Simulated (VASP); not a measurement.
# PIr (Fm-3m) in VASP: a series of runs

Runs on PIr. Level: r2SCAN. Tasks: single point.

Program: VASP 6.6.1. These are calculated values, not measurements. Logs are shortened: lines on timing, memory, paths and dates and some standing lists are left out, and cuts for length are marked.

## (1) The cell of the first run

It takes space group Fm-3m (No. 225, cubic). Conventional cell: a = 4.907 Å, b = 4.907 Å, c = 4.907 Å, α = 90.00°, β = 90.00°, γ = 90.00°. Within 3.2 Å of Ir (site symmetry m-3m) lie 6 P at 2.45 Å. Within 3.2 Å of P (site symmetry m-3m) lie 6 Ir at 2.45 Å.

## (2) Single point, r2SCAN (14.77 Å³/atom)

Contents of POSCAR:

```
PIr
1.0
    0.0000000000      2.4532666756      2.4532666756
    2.4532666756      0.0000000000      2.4532666756
    2.4532666756      2.4532666756      0.0000000000
Ir P
1 1
Direct
    0.5000000000      0.5000000000      0.5000000000
    0.0000000000      0.0000000000      0.0000000000
```

Contents of INCAR.step1:

```
ALGO = Normal ; EDIFF = 1E-4
ENCUT = 520 ; GGA = PE
ISMEAR = 0 ; LASPH = True
LCHARG = False ; LREAL = False
LWAVE = True ; NBANDS = 14
NELM = 80 ; PREC = Accurate
SIGMA = 0.05
```

Contents of INCAR.step2:

```
ALGO = Normal ; EDIFF = 1E-7
ENCUT = 520 ; ISIF = 2
ISMEAR = 0 ; ISTART = 1
LASPH = True ; LCHARG = True
LELF = True ; LMIXTAU = True
LREAL = False ; LVHAR = True
LWAVE = False ; METAGGA = R2SCAN
NBANDS = 14 ; NELM = 80
PREC = Accurate ; SIGMA = 0.05
```

Contents of KPOINTS:

```
k-points
0
Gamma
  12 12 12
```

Potentials or basis: VASP PAW PBE potentials, release 64 (Ir, P).

Run with:

```console
> cat potpaw_PBE.64/Ir/POTCAR potpaw_PBE.64/P/POTCAR > POTCAR
> cp INCAR.step1 INCAR
> mpirun -np 1 vasp_std > vasp.out
> cp INCAR.step2 INCAR
> mpirun -np 1 vasp_std > vasp.out
```

OUTCAR:

```text
EDIFF = 1E-7
   ENCUT = 520
   ISIF = 2
   ISMEAR = 0
   ISTART = 1
   LASPH = True
   LREAL = False
   METAGGA = R2SCAN
   NELM = 80
   PREC = Accurate

 ion  position               nearest neighbor table
   1  0.500  0.500  0.500-   2 2.45   2 2.45   2 2.45   2 2.45   2 2.45   2 2.45
   2  0.000  0.000  0.000-   1 2.45   1 2.45   1 2.45   1 2.45   1 2.45   1 2.45

  LATTYP: Found a face centered cubic cell.
 ALAT       =     4.9065333512

  Lattice vectors:

 A1 = (   0.0000000000,   2.4532666756,   2.4532666756)
 A2 = (   2.4532666756,   0.0000000000,   2.4532666756)
 A3 = (   2.4532666756,   2.4532666756,   0.0000000000)

Analysis of symmetry for initial positions (statically):
=====================================================================
 Subroutine PRICEL returns:
 Original cell was already a primitive cell.

 Routine SETGRP: Setting up the symmetry group for a
 face centered cubic supercell.

 Subroutine GETGRP returns: Found 48 space group operations
 (whereof 48 operations were pure point group operations)
 out of a pool of 48 trial point group operations.

The static configuration has the point symmetry O_h .

Analysis of symmetry for dynamics (positions and initial velocities):
=====================================================================
 Subroutine PRICEL returns:
 Original cell was already a primitive cell.

 Routine SETGRP: Setting up the symmetry group for a
 face centered cubic supercell.

 Subroutine GETGRP returns: Found 48 space group operations
 (whereof 48 operations were pure point group operations)
 out of a pool of 48 trial point group operations.

The dynamic configuration has the point symmetry O_h .

 Subroutine INISYM returns: Found 48 space group operations
 (whereof 48 operations are pure point group operations),
 and found     1 'primitive' translations

----------------------------------------------------------------------------------------

                                     Primitive cell

  volume of cell :      29.5301

  direct lattice vectors                    reciprocal lattice vectors
     0.000000000  2.453266676  2.453266676    -0.203809885  0.203809885  0.203809885
     2.453266676  0.000000000  2.453266676     0.203809885 -0.203809885  0.203809885
     2.453266676  2.453266676  0.000000000     0.203809885  0.203809885 -0.203809885

  length of vectors
     3.469443005  3.469443005  3.469443005     0.353009077  0.353009077  0.353009077

  position of ions in fractional coordinates (direct lattice)
     0.500000000  0.500000000  0.500000000
     0.000000000  0.000000000  0.000000000

  ion indices of the primitive-cell ions
   primitive index   ion index
                 1           1
                 2           2

----------------------------------------------------------------------------------------

 KPOINTS: k-points

Automatic generation of k-mesh.
 Grid dimensions read from file:
 generate k-points for:   12   12   12

 Generating k-lattice:

  Cartesian coordinates                     Fractional coordinates (reciprocal lattice)
    -0.016984157  0.016984157  0.016984157     0.083333333  0.000000000  0.000000000
     0.016984157 -0.016984157  0.016984157     0.000000000  0.083333333  0.000000000
     0.016984157  0.016984157 -0.016984157     0.000000000  0.000000000  0.083333333

  Length of vectors
     0.029417423  0.029417423  0.029417423

  Shift w.r.t. Gamma in fractional coordinates (k-lattice)
     0.000000000  0.000000000  0.000000000

 Subroutine IBZKPT returns following result:
 ===========================================

 Found     72 irreducible k-points:

 Following reciprocal coordinates:
            Coordinates               Weight
  0.000000  0.000000  0.000000      1.000000
  0.083333  0.000000  0.000000      8.000000
  0.166667  0.000000  0.000000      8.000000
  0.250000  0.000000  0.000000      8.000000
  0.333333  0.000000  0.000000      8.000000
  0.416667  0.000000  0.000000      8.000000
[... 16 lines left out ...]
  0.500000  0.166667  0.000000     24.000000
 -0.416667  0.166667  0.000000     24.000000
 [... further k-points ...]
   k-points           NKPTS =     72   k-points in BZ     NKDIM =     72   number of bands    NBANDS=     14
   number of dos      NEDOS =    301   number of ions     NIONS =      2
   total plane-waves  NPLWV =  21952
   dimension x,y,z NGX =    28 NGY =   28 NGZ =   28
   dimension x,y,z NGXF=    56 NGYF=   56 NGZF=   56
   ions per type =               1   1
   NGX,Y,Z   is equivalent  to a cutoff of  13.42, 13.42, 13.42 a.u.
   NGXF,Y,Z  is equivalent  to a cutoff of  26.83, 26.83, 26.83 a.u.
 SYSTEM =  unknown system
   PREC   = accura    normal or accurate (medium, high low for compatibility)
   ISTART =      1    job   : 0-new  1-cont  2-samecut
   ICHARG =      0    charge: 1-file 2-atom 10-const
   ISPIN  =      1    spin polarized calculation?
   LNONCOLLINEAR =      F non collinear calculations
   LSORBIT =      F    spin-orbit coupling
   LASPH  =      T    aspherical Exc in radial PAW
   ENCUT  =  520.0 eV  38.22 Ry    6.18 a.u.   6.45  6.45  6.45*2*pi/ulx,y,z
   NELM   =     80;   NELMIN=  2; NELMDL=  0     # of ELM steps
   EDIFF  = 0.1E-06   stopping-criterion for ELM
   LREAL  =      F    real-space projection
   EDIFFG = 0.1E-05   stopping-criterion for IOM
   NSW    =      0    number of steps for IOM
   IBRION =     -1    ionic relax: 0-MD 1-quasi-New 2-CG
   NFREE  =      0    steps in history (QN), initial steepest desc. (CG)
   ISIF   =      2    stress and relaxation
   ISYM   =      2    0-nonsym 1-usesym 2-fastsym
   POTIM  = 0.5000    time-step for ionic-motion
   TEBEG  =    0.0;   TEEND  =   0.0 temperature during run
   PSTRESS=    0.0 pullay stress
   NELECT =      14.0000    total number of electrons
   NUPDOWN=      -1.0000    fix difference up-down
   EMIN   =  10.00;   EMAX   =-10.00  energy-range for DOS
   EFERMI =   0.00;   METHOD = LEGACY
   ISMEAR =     0;   SIGMA  =   0.05  broadening in eV -4-tet -1-fermi 0-gaus
   EFERMI_NEDOS =   21; number of points for ismear=-14 and -15
   IALGO  =     38    algorithm
   IMIX   =      4    mixing-type and parameters
     AMIX     =   0.40;   BMIX     =  1.00
     AMIX_MAG =   1.60;   BMIX_MAG =  1.00
  volume/ion in A,a.u.               =      14.77        99.64
  Fermi-wavevector in a.u.,A,eV,Ry     =   1.276525  2.412283 22.170922  1.629517
  Thomas-Fermi vector in A             =   2.409176
   LORBIT       =      0    0 simple, 1 ext, 2 COOP (PROOUT), +10 PAW based schemes
   METAGGA = R2SCAN    functional components
   LHFCALC =     F    Hartree Fock is set to
   AEXX    =    0.0000 exact exchange contribution
   IVDW    =     0    specifies the selected vdW correction
   LEPSILON=     F    determine dielectric tensor
   LRPA    =     F    only Hartree local field effects (RPA)
 non-spin polarized calculation
 Gauss-broadening in eV      SIGMA  =   0.05
  energy-cutoff  :      520.00
  volume of cell :       29.53
 maximum number of plane-waves:       821
 NGX is ok and might be reduce to    28
   NGX = 13   NGY = 13   NGZ = 13

 number of electron      14.0000002 magnetization

 Free energy of the ion-electron system (eV)
  ---------------------------------------------------
  ext. energy  EPLUGINS =         0.00000000
  ---------------------------------------------------
  free energy    TOTEN  =       -61.17543604 eV

  energy without entropy =      -61.17364623  energy(sigma->0) =      -61.17454113

 E-fermi :   9.0130     XC(G=0): -13.2838

 val. band max:        8.9885275014   @ k =   0.1667   0.0833   0.0000
 cond. band min:       9.0282179636   @ k =  -0.1667   0.2500   0.0833
 fundamental gap:      0.0396904622
 Fermi energy:         9.0129813527

 k-point     1 :       0.0000    0.0000    0.0000
  band No.  band energies     occupation
      1      -5.7621      2.00000
      2       5.6448      2.00000
      3       5.6448      2.00000
      4       5.6448      2.00000
      5       5.8736      2.00000
      6       5.8736      2.00000
      7       9.2267      0.00000
      8       9.2267      0.00000
      9       9.2267      0.00000
     10      16.0307      0.00000
     11      20.1349      0.00000
     12      22.4887      0.00000
     13      22.4887      0.00000
     14      22.4887      0.00000

 k-point     2 :       0.0833    0.0000    0.0000
  band No.  band energies     occupation
      1      -5.6249      2.00000
      2       5.4116      2.00000
      3       5.4800      2.00000
      4       5.4800      2.00000
      5       5.8007      2.00000
      6       5.8007      2.00000
      7       8.9564      1.89071
      8       9.7164      0.00000
      9       9.7164      0.00000
     10      16.5527      0.00000
     11      19.9654      0.00000
     12      22.1781      0.00000
     13      22.1781      0.00000
     14      22.2478      0.00000

 k-point     3 :       0.1667    0.0000    0.0000
  band No.  band energies     occupation
      1      -5.2206      2.00000
      2       4.6888      2.00000
      3       4.8255      2.00000
      4       4.8255      2.00000
      5       6.0770      2.00000
      6       6.0770      2.00000
      7       8.5048      2.00000
      8      10.8244      0.00000
      9      10.8244      0.00000
     10      17.4895      0.00000
     11      19.2543      0.00000
     12      21.1433      0.00000
     13      21.1433      0.00000
     14      22.5366      0.00000

 k-point     4 :       0.2500    0.0000    0.0000
  band No.  band energies     occupation
      1      -4.5738      2.00000
      2       3.5561      2.00000
      3       4.1770      2.00000
      4       4.1770      2.00000
      5       6.5160      2.00000
      6       6.5160      2.00000
      7       8.2702      2.00000
      8      12.1538      0.00000
      9      12.1538      0.00000
     10      16.6458      0.00000
     11      19.6337      0.00000
     12      19.6337      0.00000
     13      20.1149      0.00000
     14      23.4518      0.00000

 k-point     5 :       0.3333    0.0000    0.0000
  band No.  band energies     occupation
      1      -3.7363      2.00000
      2       2.2481      2.00000
      3       3.6724      2.00000
      4       3.6724      2.00000
      5       7.0209      2.00000
      6       7.0209      2.00000
      7       8.2820      2.00000
      8      13.4976      0.00000
      9      13.4976      0.00000
     10      15.1600      0.00000
     11      18.1183      0.00000
[... 276 lines left out ...]
 k-point    22 :       0.4167    0.1667    0.0000
  band No.  band energies     occupation
      1      -3.3028      2.00000
      2       1.8899      2.00000
      3       3.5707      2.00000
      4       4.0481      2.00000
      5       6.6333      2.00000
      6       7.5288      2.00000
      7       8.4850      2.00000
      8      11.5174      0.00000
      9      13.4648      0.00000
     10      15.3329      0.00000
     11      16.9783      0.00000
     12      19.3439      0.00000
     13      20.7110      0.00000
     14      25.0808      0.00000

 k-point    23 :       0.5000    0.1667    0.0000
  band No.  band energies     occupation
      1      -2.6619      2.00000
      2       1.2118      2.00000
      3       3.3295      2.00000
      4       3.6658      2.00000
      5       7.1346      2.00000
      6       7.7028      2.00000
      7       8.3289      2.00000
      8      12.4903      0.00000
      9      12.7743      0.00000
     10      15.1648      0.00000
     11      17.2190      0.00000
     12      18.9796      0.00000
     13      20.6281      0.00000
     14      23.9405      0.00000

 k-point    24 :      -0.4167    0.1667    0.0000
  band No.  band energies     occupation
      1      -2.4945      2.00000
      2       1.0015      2.00000
      3       3.3667      2.00000
      4       3.4654      2.00000
      5       7.5200      2.00000
      6       7.5596      2.00000
      7       8.2595      2.00000
      8      11.9794      0.00000
      9      13.7046      0.00000
     10      14.8314      0.00000
     11      17.9328      0.00000
     12      18.4684      0.00000
     13      20.6882      0.00000
     14      22.8296      0.00000

 [... further k-points ...]

------------------------ aborting loop because EDIFF is reached ----------------------------------------

  FORCE on cell =-STRESS in cart. coord.  units (eV):
  Direction    XX          YY          ZZ          XY          YZ          ZX
  --------------------------------------------------------------------------------------
  -------------------------------------------------------------------------------------
  Total        0.1781897      0.1781897      0.1781897     -0.0000000     -0.0000000     -0.0000000
  in kB        9.6678303      9.6678303      9.6678303     -0.0000000     -0.0000000     -0.0000000
  external PRESSURE =       9.6678303 kB  Pullay stress =       0.0000000 kB

 VOLUME and BASIS-vectors are now :
 -----------------------------------------------------------------------------
  energy-cutoff  :      520.00
  volume of cell :       29.53
      direct lattice vectors                 reciprocal lattice vectors
     0.000000000  2.453266676  2.453266676    -0.203809885  0.203809885  0.203809885
     2.453266676  0.000000000  2.453266676     0.203809885 -0.203809885  0.203809885
     2.453266676  2.453266676  0.000000000     0.203809885  0.203809885 -0.203809885

 POSITION                                       TOTAL-FORCE (eV/Angst)
 -----------------------------------------------------------------------------------
      2.45327      2.45327      2.45327         0.000000      0.000000     -0.000000
      0.00000      0.00000      0.00000        -0.000000     -0.000000      0.000000
 -----------------------------------------------------------------------------------
    total drift:                                0.000000      0.000000      0.000000

  FREE ENERGIE OF THE ION-ELECTRON SYSTEM (eV)
  ---------------------------------------------------
  free  energy   TOTEN  =       -61.1754360380 eV

  energy  without entropy=      -61.1736462312  energy(sigma->0) =      -61.17454113
```

Run time: 2.4 min. Hardware: 1 thread of AMD EPYC 7R13 (Zen 3), shared host; peak memory 0.16 GiB.

Results:

```
Free energy            : -61.1754 eV
Pressure               : 1.0 GPa
Band gap on the k mesh : zero (bands 7 and 8 overlap by 1.59 eV)
```

Caveat: the PAW data sets were made with another functional, which shifts forces and pressure a little; spin-orbit coupling is left out, which moves the levels of the heavy elements.

## (3) Single point, r2SCAN, non-collinear spin, zero start, spin-orbit coupling (14.17 Å³/atom)

This run uses another cell than the first one, of 14.17 Å³/atom.

Contents of POSCAR:

```
PIr
1.0
    0.0000000000      2.4201103588      2.4201103588
    2.4201103588      0.0000000000      2.4201103588
    2.4201103588      2.4201103588      0.0000000000
Ir P
1 1
Direct
    0.5000000000      0.5000000000      0.5000000000
    0.0000000000      0.0000000000      0.0000000000
```

Contents of INCAR.step1:

```
SYSTEM = PIr
PREC     = Accurate       ! precision mode
ENCUT    = 520            ! plane-wave cutoff, eV
ISMEAR   = 0              ! smearing method
SIGMA    = 0.05           ! smearing width, eV
LREAL    = .FALSE.        ! projectors in reciprocal space
LASPH    = .TRUE.         ! aspherical terms in the spheres
NELM     = 150            ! most SCF steps
MAGMOM   = 0 0 0 0 0 0    ! initial moments
LSORBIT  = .TRUE.         ! spin-orbit coupling
GGA_COMPAT= .FALSE.      
LMAXMIX  = 4              ! l up to which the mixer works
NBANDS   = 26             ! bands
GGA      = PE             ! functional
ALGO     = Normal         ! electronic algorithm
EDIFF    = 1E-4           ! SCF threshold, eV
LWAVE    = .TRUE.         ! write WAVECAR
LCHARG   = .FALSE.        ! write CHGCAR
```

Contents of INCAR.step2:

```
SYSTEM = PIr
PREC     = Accurate       ! precision mode
ENCUT    = 520            ! plane-wave cutoff, eV
EDIFF    = 1E-6           ! SCF threshold, eV
ISMEAR   = 0              ! smearing method
SIGMA    = 0.05           ! smearing width, eV
LREAL    = .FALSE.        ! projectors in reciprocal space
LASPH    = .TRUE.         ! aspherical terms in the spheres
NELM     = 150            ! most SCF steps
ALGO     = Normal         ! electronic algorithm
ISIF     = 2              ! what is computed and relaxed
LWAVE    = .FALSE.        ! write WAVECAR
LCHARG   = .FALSE.        ! write CHGCAR
MAGMOM   = 0 0 0 0 0 0    ! initial moments
LORBIT   = 11             ! projections on sites
LSORBIT  = .TRUE.         ! spin-orbit coupling
GGA_COMPAT= .FALSE.      
LORBMOM  = .TRUE.       
LMAXMIX  = 4              ! l up to which the mixer works
METAGGA  = R2SCAN         ! meta-GGA
LMIXTAU  = .TRUE.       
NBANDS   = 26             ! bands
ISTART   = 1
```

Contents of KPOINTS:

```
Automatic mesh
0
G
  6 6 6
  0 0 0
```

Potentials or basis: VASP PAW PBE potentials, release 64 (Ir, P).

Run with:

```console
> cat potpaw_PBE.64/Ir/POTCAR potpaw_PBE.64/P/POTCAR > POTCAR
> cp INCAR.step1 INCAR
> mpirun -np 1 vasp_ncl > vasp.out
> cp INCAR.step2 INCAR
> mpirun -np 1 vasp_ncl > vasp.out
```

Run time: 3 min. Hardware: 1 thread of AMD EPYC 7R13 (Zen 3), shared host; peak memory 0.26 GiB.

Results (log left out):

```yaml
Free_energy: -61.5166 eV
Pressure: 12.4 GPa
Net_moment: 0.00 μB per cell
Valence_electrons_inside_the_program's_atomic_spheres: Ir 8.58; P 2.44
```

Moments on the atoms (μB; x, y, z):
```
Ir  0.00 0.00 0.00
P   0.00 0.00 0.00
```

Caveat: the k points lie up to 0.37 Å⁻¹ apart; the PAW data sets were made with another functional, which shifts forces and pressure a little.

The gap in the log of VASP goes by the Fermi energy; the results here count the filled bands.